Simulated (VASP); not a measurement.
Crystal: InAs.

```
CELL_PARAMETERS angstrom
0.00000 3.05459 3.05459
3.05459 0.00000 3.05459
3.05459 3.05459 0.00000
ATOMIC_POSITIONS crystal
In 0.00000 0.00000 0.00000
As 0.25000 0.25000 0.25000
```

Base run:

| Item | Value |
| --- | --- |
| Program | VASP 6.6.1 |
| Functional | PBE |
| Potentials or basis | VASP PAW PBE potentials, release 64 (In_d, As) |
| Cutoff | 500 eV |
| k mesh | 6 × 6 × 6 |
| Occupations | methfessel-paxton, width 0.2 eV |
| Spin | no spin polarisation |

Its results: band gap on the k mesh zero (filled and empty bands touch); pressure 2.1 GPa.

**Question.** The run is repeated on the same cell with these changes: occupations from methfessel-paxton, width 0.2 eV to fermi-dirac, width 0.02 eV; dispersion from none to D4. What comes out?

**Answer.** Band gap on the k mesh zero (filled and empty bands touch); pressure 0.1 GPa.

Caveats: spin-orbit coupling is left out, which moves the levels of the heavy elements; pairwise dispersion overbinds metals, which lowers pressure and volume (some runs).
